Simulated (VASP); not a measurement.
# BiTe (R-3m) in VASP: further runs

The runs below take BiTe through single point, with r2SCAN.

Program: VASP 6.6.1. These are calculated values, not measurements. Logs are shortened: lines on timing, memory, paths and dates and some standing lists are left out, and cuts for length are marked.

## 1. The cell of the first run

The structure is trigonal, space group R-3m (No. 166). The conventional cell has a = 4.694 Å, b = 4.694 Å, c = 10.605 Å, α = 90.00°, β = 90.00°, γ = 120.00°. Within 4.5 Å of Bi (site symmetry -3m) lie 6 Te at 3.24 Å and 6 Bi at 4.45 Å. Te (site symmetry -3m) has 6 Bi at 3.24 Å and 6 Te at 4.45 Å within 4.5 Å.

## 2. Single point, r2SCAN

POSCAR reads:

```
BiTe
1.0
    2.3469480198      1.3550110710      3.5349137267
   -2.3469480198      1.3550110710      3.5349137267
    0.0000000000     -2.7100221420      3.5349137267
Bi Te
1 1
Direct
    0.5000000000      0.5000000000      0.5000000000
    0.0000000000      0.0000000000      0.0000000000
```

INCAR.step1 reads:

```
PREC = Accurate
ENCUT = 520
ISMEAR = 0
SIGMA = 0.15
LREAL = False
LASPH = True
NELM = 60
NBANDS = 18
GGA = PE
ALGO = Normal
EDIFF = 1E-4
LWAVE = True
LCHARG = False
```

INCAR.step2 reads:

```
PREC = Accurate
ENCUT = 520
EDIFF = 1E-6
ISMEAR = 0
SIGMA = 0.15
LREAL = False
LASPH = True
NELM = 60
ALGO = Normal
ISIF = 2
LWAVE = False
LCHARG = True
METAGGA = R2SCAN
LMIXTAU = True
LELF = True
LVHAR = True
NBANDS = 18
ISTART = 1
```

KPOINTS reads:

```
regular mesh
0
Gamma
  12 12 12
```

Potentials or basis: VASP PAW PBE potentials, release 64 (Bi_d, Te).

On the command line:

```sh
cat potpaw_PBE.64/Bi_d/POTCAR potpaw_PBE.64/Te/POTCAR > POTCAR
cp INCAR.step1 INCAR
mpirun -np 1 vasp_std > vasp.out
cp INCAR.step2 INCAR
mpirun -np 1 vasp_std > vasp.out
```

OUTCAR:

```text
PREC = Accurate
   ENCUT = 520
   EDIFF = 1E-6
   ISMEAR = 0
   LREAL = False
   LASPH = True
   NELM = 60
   ISIF = 2
   METAGGA = R2SCAN
   ISTART = 1

 ion  position               nearest neighbor table
   1  0.500  0.500  0.500-   2 3.24   2 3.24   2 3.24   2 3.24   2 3.24   2 3.24
   2  0.000  0.000  0.000-   1 3.24   1 3.24   1 3.24   1 3.24   1 3.24   1 3.24

  LATTYP: Found a trigonal (rhomboedric) cell.
 ALAT       =     4.4541929758
 COS(alpha) =     0.4447368146

  Lattice vectors:

 A1 = (   2.3469480198,   1.3550110710,   3.5349137267)
 A2 = (  -2.3469480198,   1.3550110710,   3.5349137267)
 A3 = (   0.0000000000,  -2.7100221420,   3.5349137267)

Analysis of symmetry for initial positions (statically):
=====================================================================
 Subroutine PRICEL returns:
 Original cell was already a primitive cell.

 Routine SETGRP: Setting up the symmetry group for a
 trigonal (rhombohedral) supercell.

 Subroutine GETGRP returns: Found 12 space group operations
 (whereof 12 operations were pure point group operations)
 out of a pool of 12 trial point group operations.

The static configuration has the point symmetry D_3d.

Analysis of symmetry for dynamics (positions and initial velocities):
=====================================================================
 Subroutine PRICEL returns:
 Original cell was already a primitive cell.

 Routine SETGRP: Setting up the symmetry group for a
 trigonal (rhombohedral) supercell.

 Subroutine GETGRP returns: Found 12 space group operations
 (whereof 12 operations were pure point group operations)
 out of a pool of 12 trial point group operations.

The dynamic configuration has the point symmetry D_3d.

 Subroutine INISYM returns: Found 12 space group operations
 (whereof 12 operations are pure point group operations),
 and found     1 'primitive' translations

----------------------------------------------------------------------------------------

                                     Primitive cell

  volume of cell :      67.4491

  direct lattice vectors                    reciprocal lattice vectors
     2.346948020  1.355011071  3.534913727     0.213042639  0.123000225  0.094297445
    -2.346948020  1.355011071  3.534913727    -0.213042639  0.123000225  0.094297445
     0.000000000 -2.710022142  3.534913727     0.000000000 -0.246000450  0.094297445

  length of vectors
     4.454192976  4.454192976  4.454192976     0.263454417  0.263454417  0.263454417

  position of ions in fractional coordinates (direct lattice)
     0.500000000  0.500000000  0.500000000
     0.000000000  0.000000000  0.000000000

  ion indices of the primitive-cell ions
   primitive index   ion index
                 1           1
                 2           2

----------------------------------------------------------------------------------------

 KPOINTS: regular mesh

Automatic generation of k-mesh.
 Grid dimensions read from file:
 generate k-points for:   12   12   12

 Generating k-lattice:

  Cartesian coordinates                     Fractional coordinates (reciprocal lattice)
     0.017753553  0.010250019  0.007858120     0.083333333 -0.000000000 -0.000000000
    -0.017753553  0.010250019  0.007858120    -0.000000000  0.083333333 -0.000000000
     0.000000000 -0.020500038  0.007858120    -0.000000000 -0.000000000  0.083333333

  Length of vectors
     0.021954535  0.021954535  0.021954535

  Shift w.r.t. Gamma in fractional coordinates (k-lattice)
     0.000000000  0.000000000  0.000000000

 Subroutine IBZKPT returns following result:
 ===========================================

 Found    189 irreducible k-points:

 Following reciprocal coordinates:
            Coordinates               Weight
  0.000000  0.000000  0.000000      1.000000
  0.083333  0.000000 -0.000000      6.000000
  0.166667  0.000000 -0.000000      6.000000
  0.250000  0.000000  0.000000      6.000000
  0.333333  0.000000  0.000000      6.000000
  0.416667  0.000000 -0.000000      6.000000
[... 16 lines left out ...]
  0.500000  0.166667 -0.000000     12.000000
 -0.416667  0.166667  0.000000     12.000000
 [... further k-points ...]
   k-points           NKPTS =    189   k-points in BZ     NKDIM =    189   number of bands    NBANDS=     18
   number of dos      NEDOS =    301   number of ions     NIONS =      2
   total plane-waves  NPLWV =  46656
   dimension x,y,z NGX =    36 NGY =   36 NGZ =   36
   dimension x,y,z NGXF=    72 NGYF=   72 NGZF=   72
   ions per type =               1   1
   NGX,Y,Z   is equivalent  to a cutoff of  13.44, 13.44, 13.44 a.u.
   NGXF,Y,Z  is equivalent  to a cutoff of  26.87, 26.87, 26.87 a.u.
 SYSTEM =  unknown system
   PREC   = accura    normal or accurate (medium, high low for compatibility)
   ISTART =      1    job   : 0-new  1-cont  2-samecut
   ICHARG =      0    charge: 1-file 2-atom 10-const
   ISPIN  =      1    spin polarized calculation?
   LNONCOLLINEAR =      F non collinear calculations
   LSORBIT =      F    spin-orbit coupling
   LASPH  =      T    aspherical Exc in radial PAW
   ENCUT  =  520.0 eV  38.22 Ry    6.18 a.u.   8.28  8.28  8.28*2*pi/ulx,y,z
   NELM   =     60;   NELMIN=  2; NELMDL=  0     # of ELM steps
   EDIFF  = 0.1E-05   stopping-criterion for ELM
   LREAL  =      F    real-space projection
   EDIFFG = 0.1E-04   stopping-criterion for IOM
   NSW    =      0    number of steps for IOM
   IBRION =     -1    ionic relax: 0-MD 1-quasi-New 2-CG
   NFREE  =      0    steps in history (QN), initial steepest desc. (CG)
   ISIF   =      2    stress and relaxation
   ISYM   =      2    0-nonsym 1-usesym 2-fastsym
   POTIM  = 0.5000    time-step for ionic-motion
   TEBEG  =    0.0;   TEEND  =   0.0 temperature during run
   PSTRESS=    0.0 pullay stress
   NELECT =      21.0000    total number of electrons
   NUPDOWN=      -1.0000    fix difference up-down
   EMIN   =  10.00;   EMAX   =-10.00  energy-range for DOS
   EFERMI =   0.00;   METHOD = LEGACY
   ISMEAR =     0;   SIGMA  =   0.15  broadening in eV -4-tet -1-fermi 0-gaus
   EFERMI_NEDOS =   21; number of points for ismear=-14 and -15
   IALGO  =     38    algorithm
   IMIX   =      4    mixing-type and parameters
     AMIX     =   0.40;   BMIX     =  1.00
     AMIX_MAG =   1.60;   BMIX_MAG =  1.00
  volume/ion in A,a.u.               =      33.72       227.58
  Fermi-wavevector in a.u.,A,eV,Ry     =   1.109573  2.096789 16.750837  1.231152
  Thomas-Fermi vector in A             =   2.246114
   LORBIT       =      0    0 simple, 1 ext, 2 COOP (PROOUT), +10 PAW based schemes
   METAGGA = R2SCAN    functional components
   LHFCALC =     F    Hartree Fock is set to
   AEXX    =    0.0000 exact exchange contribution
   IVDW    =     0    specifies the selected vdW correction
   LEPSILON=     F    determine dielectric tensor
   LRPA    =     F    only Hartree local field effects (RPA)
 non-spin polarized calculation
 Gauss-broadening in eV      SIGMA  =   0.15
  energy-cutoff  :      520.00
  volume of cell :       67.45
 maximum number of plane-waves:      1834
 NGX is ok and might be reduce to    36

 number of electron      21.0000001 magnetization

 Free energy of the ion-electron system (eV)
  ---------------------------------------------------
  ext. energy  EPLUGINS =         0.00000000
  ---------------------------------------------------
  free energy    TOTEN  =       -84.03657142 eV

  energy without entropy =      -84.02086315  energy(sigma->0) =      -84.02871729

 E-fermi :   6.6555     XC(G=0): -10.0239

 val. band max:        6.6545985614   @ k =  -0.0833   0.4167   0.0833
 cond. band min:       6.6820195117   @ k =  -0.1667   0.1667   0.0000
 fundamental gap:      0.0274209503
 Fermi energy:         6.6555383405

 k-point     1 :       0.0000    0.0000    0.0000
  band No.  band energies     occupation
      1     -17.2901      2.00000
      2     -17.2901      2.00000
      3     -17.2798      2.00000
      4     -17.2798      2.00000
      5     -17.2682      2.00000
      6      -7.5299      2.00000
[... 10 lines left out ...]
     17      13.4549      0.00000
     18      13.6538      0.00000

 k-point     2 :       0.0833    0.0000   -0.0000
  band No.  band energies     occupation
      1     -17.2903      2.00000
      2     -17.2899      2.00000
      3     -17.2801      2.00000
      4     -17.2795      2.00000
      5     -17.2679      2.00000
      6      -7.4655      2.00000
[... 10 lines left out ...]
     17      13.8534      0.00000
     18      13.9962      0.00000

 k-point     3 :       0.1667    0.0000   -0.0000
  band No.  band energies     occupation
      1     -17.2907      2.00000
      2     -17.2895      2.00000
      3     -17.2808      2.00000
      4     -17.2786      2.00000
      5     -17.2671      2.00000
      6      -7.2733      2.00000
[... 10 lines left out ...]
     17      14.7730      0.00000
     18      14.9412      0.00000

 k-point     4 :       0.2500    0.0000    0.0000
  band No.  band energies     occupation
      1     -17.2914      2.00000
      2     -17.2893      2.00000
      3     -17.2813      2.00000
      4     -17.2777      2.00000
      5     -17.2657      2.00000
      6      -6.9566      2.00000
[... 10 lines left out ...]
     17      15.8664      0.00000
     18      16.1883      0.00000

 k-point     5 :       0.3333    0.0000    0.0000
  band No.  band energies     occupation
      1     -17.2921      2.00000
      2     -17.2896      2.00000
      3     -17.2813      2.00000
      4     -17.2769      2.00000
      5     -17.2641      2.00000
      6      -6.5220      2.00000
[... 10 lines left out ...]
     17      16.3628      0.00000
     18      17.5031      0.00000

 k-point     6 :       0.4167    0.0000   -0.0000
  band No.  band energies     occupation
      1     -17.2927      2.00000
      2     -17.2902      2.00000
      3     -17.2809      2.00000
      4     -17.2764      2.00000
      5     -17.2628      2.00000
      6      -5.9834      2.00000
[... 10 lines left out ...]
     17      15.7500      0.00000
     18      16.6069      0.00000

 k-point     7 :       0.5000    0.0000    0.0000
  band No.  band energies     occupation
      1     -17.2929      2.00000
      2     -17.2905      2.00000
      3     -17.2807      2.00000
      4     -17.2763      2.00000
      5     -17.2623      2.00000
      6      -5.4856      2.00000
[... 10 lines left out ...]
     17      15.7822      0.00000
     18      16.3682      0.00000

 k-point     8 :       0.0833    0.0833   -0.0000
  band No.  band energies     occupation
      1     -17.2907      2.00000
      2     -17.2898      2.00000
      3     -17.2801      2.00000
      4     -17.2790      2.00000
      5     -17.2679      2.00000
      6      -7.4420      2.00000
[... 10 lines left out ...]
     17      13.6052      0.00000
     18      13.7335      0.00000
[... 229 lines left out ...]
     17      13.8767      0.00000
     18      13.9699      0.00000

 k-point    20 :       0.2500    0.1667    0.0000
  band No.  band energies     occupation
      1     -17.2938      2.00000
      2     -17.2885      2.00000
      3     -17.2813      2.00000
      4     -17.2754      2.00000
      5     -17.2660      2.00000
      6      -6.9556      2.00000
[... 10 lines left out ...]
     17      14.3039      0.00000
     18      14.6044      0.00000

 k-point    21 :       0.3333    0.1667    0.0000
  band No.  band energies     occupation
      1     -17.2946      2.00000
      2     -17.2887      2.00000
      3     -17.2814      2.00000
      4     -17.2746      2.00000
      5     -17.2645      2.00000
      6      -6.6120      2.00000
[... 10 lines left out ...]
     17      15.1870      0.00000
     18      15.7390      0.00000

 k-point    22 :       0.4167    0.1667   -0.0000
  band No.  band energies     occupation
      1     -17.2948      2.00000
      2     -17.2894      2.00000
      3     -17.2811      2.00000
      4     -17.2743      2.00000
      5     -17.2631      2.00000
      6      -6.1655      2.00000
[... 10 lines left out ...]
     17      16.1252      0.00000
     18      16.8328      0.00000

 k-point    23 :       0.5000    0.1667   -0.0000
  band No.  band energies     occupation
      1     -17.2943      2.00000
      2     -17.2903      2.00000
      3     -17.2806      2.00000
      4     -17.2745      2.00000
      5     -17.2624      2.00000
      6      -5.6427      2.00000
[... 10 lines left out ...]
     17      16.3159      0.00000
     18      17.4427      0.00000

 k-point    24 :      -0.4167    0.1667    0.0000
  band No.  band energies     occupation
      1     -17.2931      2.00000
      2     -17.2911      2.00000
      3     -17.2803      2.00000
      4     -17.2752      2.00000
      5     -17.2626      2.00000
      6      -5.4588      2.00000
[... 10 lines left out ...]
     17      16.4536      0.00000
     18      17.3019      0.00000

 [... further k-points ...]
[... 5 lines left out ...]
  --------------------------------------------------------------------------------------
  -------------------------------------------------------------------------------------
  Total       -0.0091071     -0.0091071     -0.0728554      0.0000000      0.0000000      0.0000000
  in kB       -0.2163296     -0.2163296     -1.7305965      0.0000000      0.0000000      0.0000000
  external PRESSURE =      -0.7210852 kB  Pullay stress =       0.0000000 kB

 VOLUME and BASIS-vectors are now :
 -----------------------------------------------------------------------------
  energy-cutoff  :      520.00
  volume of cell :       67.45
      direct lattice vectors                 reciprocal lattice vectors
     2.346948020  1.355011071  3.534913727     0.213042639  0.123000225  0.094297445
    -2.346948020  1.355011071  3.534913727    -0.213042639  0.123000225  0.094297445
     0.000000000 -2.710022142  3.534913727     0.000000000 -0.246000450  0.094297445

 POSITION                                       TOTAL-FORCE (eV/Angst)
 -----------------------------------------------------------------------------------
      0.00000      0.00000      5.30237        -0.000000      0.000000     -0.000000
      0.00000      0.00000      0.00000         0.000000     -0.000000      0.000000
 -----------------------------------------------------------------------------------
    total drift:                               -0.000000     -0.000000      0.000000

  FREE ENERGIE OF THE ION-ELECTRON SYSTEM (eV)
  ---------------------------------------------------
  free  energy   TOTEN  =       -84.0365714232 eV

  energy  without entropy=      -84.0208631496  energy(sigma->0) =      -84.02871729
```

It took 5.8 min on 1 thread of Intel Xeon Platinum 8559C (Emerald Rapids), shared host; peak memory 0.38 GiB.

Results:

| Quantity | Value |
| --- | --- |
| Free energy | -84.0366 eV |
| Pressure | -0.1 GPa |
| Band gap on the k mesh | zero (an odd number of electrons rules out a gap without spin polarisation) |

Stress tensor (GPa, compression positive):
```
-0.02  0.00  0.00
 0.00 -0.02  0.00
 0.00  0.00 -0.17
```

Caveat: the PAW data sets were made with another functional, which shifts forces and pressure a little; spin-orbit coupling is left out, which moves the levels of the heavy elements; an odd number of electrons without spin polarisation forces a metal; a magnetic or distorted state may lie lower.

## 3. Single point, r2SCAN

This run uses another cell than the first one, of the same volume but with other edges.

POSCAR reads:

```
BiTe
1.0
    2.4558996751      1.4179143385      3.2282303593
   -2.4558996751      1.4179143385      3.2282303593
    0.0000000000     -2.8358286770      3.2282303593
Bi Te
1 1
Direct
    0.5000000000      0.5000000000      0.5000000000
    0.0000000000      0.0000000000      0.0000000000
```

INCAR.step1 reads:

```
  PREC = Accurate
  ENCUT = 520
  ISMEAR = 0
  SIGMA = 0.15
  LREAL = F
  LASPH = T
  NELM = 100
  NBANDS = 18
  GGA = PE
  ALGO = Normal
  EDIFF = 1E-4
  LWAVE = T
  LCHARG = F
```

INCAR.step2 reads:

```
  PREC = Accurate
  ENCUT = 520
  EDIFF = 1E-6
  ISMEAR = 0
  SIGMA = 0.15
  LREAL = F
  LASPH = T
  NELM = 100
  ALGO = Normal
  ISIF = 2
  LWAVE = F
  LCHARG = T
  METAGGA = R2SCAN
  LMIXTAU = T
  LELF = T
  LVHAR = T
  NBANDS = 18
  ISTART = 1
```

KPOINTS is that of step 2.

Potentials or basis: VASP PAW PBE potentials, release 64 (Bi_d, Te).

On the command line:

```sh
cat potpaw_PBE.64/Bi_d/POTCAR potpaw_PBE.64/Te/POTCAR > POTCAR
cp INCAR.step1 INCAR
mpirun -np 1 vasp_std > vasp.out
cp INCAR.step2 INCAR
mpirun -np 1 vasp_std > vasp.out
```

It took 3.5 min on 1 thread of Intel Xeon Platinum 8559C (Emerald Rapids), shared host; peak memory 0.35 GiB.

It converged, with:

- Free energy: -84.0323 eV
- Pressure: -1.2 GPa
- Band gap on the k mesh: zero (an odd number of electrons rules out a gap without spin polarisation)

Stress tensor (GPa, compression positive):
```
-1.64  0.00  0.00
 0.00 -1.64  0.00
 0.00  0.00 -0.36
```

Levels at points of the mesh, in eV from the Fermi level:
```csv
k point,band 8,band 9,band 10,band 11,band 12,band 13
"(0.00, 0.00, 0.00)",-3.19,-3.19,-1.64,1.88,2.80,2.80
"(0.50, 0.00, 0.00)",-1.98,-1.93,-0.96,-0.93,-0.58,0.57
"(0.50, 0.50, 0.00)",-5.83,-4.82,-3.32,2.86,3.01,3.75
"(0.50, 0.50, 0.50)",-2.61,-2.61,-2.44,-1.66,-1.43,-1.43
```

Caveat: the PAW data sets were made with another functional, which shifts forces and pressure a little; spin-orbit coupling is left out, which moves the levels of the heavy elements; an odd number of electrons without spin polarisation forces a metal; a magnetic or distorted state may lie lower.

(Part 1 of 3 ends here.)

The gap in the log of VASP goes by the Fermi energy; the results here count the filled bands.